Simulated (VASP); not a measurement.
Input of a VASP 6.6.1 run:

File INCAR:

```
PREC = Accurate
ENCUT = 520
EDIFF = 1E-6
ISMEAR = 0
SIGMA = 0.1
LREAL = False
LASPH = True
NELM = 150
ALGO = Normal
ISIF = 2
LWAVE = False
LCHARG = False
ISPIN = 2
MAGMOM = 3.18 3.18 0 0
LORBIT = 11
LMAXMIX = 4
GGA = PS
NBANDS = 30
```

The input KPOINTS:

```
regular mesh
0
Gamma
  12 12 8
```

File POSCAR:

```
MnSb
1.0
    3.9127293305      0.0000000000      0.0000000000
   -1.9563646652      3.3885229983      0.0000000000
    0.0000000000      0.0000000000      5.3352196272
Mn Sb
2 2
Direct
    0.0000000000      0.0000000000      0.0000000000
    0.0000000000      0.0000000000      0.5000000000
    0.3333333333      0.6666666667      0.2500000000
    0.6666666667      0.3333333333      0.7500000000
```

Potentials or basis: VASP PAW PBE potentials, release 64 (Mn_pv, Sb).

The run is started by

```console
$ cat potpaw_PBE.64/Mn_pv/POTCAR potpaw_PBE.64/Sb/POTCAR > POTCAR
$ mpirun -np 1 vasp_std > vasp.out
```

Question: What does it give for the pressure?

Answer: 4.5 GPa.

Question: Predict the net moment.

Answer: 4.98 μB per cell.

Caveat: the cell stands under pressure; the PAW data sets were made with another functional, which shifts forces and pressure a little.
